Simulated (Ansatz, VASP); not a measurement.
**Two plane-wave programs on P**

```
P
1.0
     3.44900    0.00000    0.00000
    -1.72450    2.98692    0.00000
     0.00000    0.00000   28.00000
P
2
Direct
  0.33333 0.66667 0.52859
  0.66667 0.33333 0.47141
```

Alike in both runs: task single point; functional PBE; dispersion D3(BJ); k mesh 9 × 9 × 1; occupations gaussian, width 0.02 eV; no spin polarisation.

```csv
,VASP,Ansatz
version,VASP 6.6.1,Ansatz 0.2.0
potentials or method,"VASP PAW PBE potentials, release 64 (P), cutoff 520 eV","scalar-relativistic, plane waves, PAW"
valence electrons in the cell,10,10
```

```csv
,VASP,Ansatz,Ansatz less VASP
gap on the k mesh at the Fermi level (eV),0.39,0.40,+0.008
least direct gap on the mesh (eV),2.07,2.07,+0.001
rms of the force components (eV/Å),2.521,2.501,-0.0193
```

Atom by atom the forces differ by 0.019 eV/Å (rms over components).
